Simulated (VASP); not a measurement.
Pt:

```
CELL_PARAMETERS angstrom
2.77167 0.00000 0.00000
-1.38583 2.40033 0.00000
0.00000 0.00000 4.52706
ATOMIC_POSITIONS crystal
Pt 0.33333 0.66667 0.75000
Pt 0.66667 0.33333 0.25000
```

- Program: VASP 6.6.1
- Task: relaxation of cell and atoms
- Functional: PBE
- Potentials or basis: VASP PAW PBE potentials, release 64 (Pt)
- Cutoff: 600 eV
- k mesh: 8 × 8 × 4
- Occupations: gaussian, width 0.05 eV
- Spin: no spin polarisation

At the start: pressure 11.7 GPa; volume 15.06 Å³/atom.

Problem. How do energy, volume and symmetry change on relaxing?

Solution. Over 7 steps the energy falls by 32.7 meV/atom and the volume is 15.73 Å³/atom (+4.5 %); space group P6_3/mmc (No. 194, to 0.05 Å).

Step by step:
| step | energy change (eV) | largest force (eV/Å) | pressure (GPa) | volume (Å³) |
| --- | --- | --- | --- | --- |
| 1 | 0.0000 | 0.0000 | 11.72 | 30.12 |
| 2 | 0.2063 | 0.0000 | -20.25 | 35.17 |
| 3 | -0.0515 | 0.0000 | -1.13 | 31.56 |
| 4 | -0.0516 | 0.0000 | -0.73 | 31.51 |
| 5 | -0.0645 | 0.0000 | -0.42 | 31.48 |
| 6 | -0.0653 | 0.0000 | -0.27 | 31.47 |
| 7 | -0.0653 | 0.0000 | -0.23 | 31.47 |

Final structure:
```yaml
crystal:
  lattice:
    - [2.77541, 0.00000, 0.00000]
    - [-1.38770, 2.40357, 0.00000]
    - [0.00000, 0.00000, 4.71742]
  atoms:
    - { symbol: Pt, position: [0.33333, 0.66667, 0.75000] }
    - { symbol: Pt, position: [0.66667, 0.33333, 0.25000] }
```
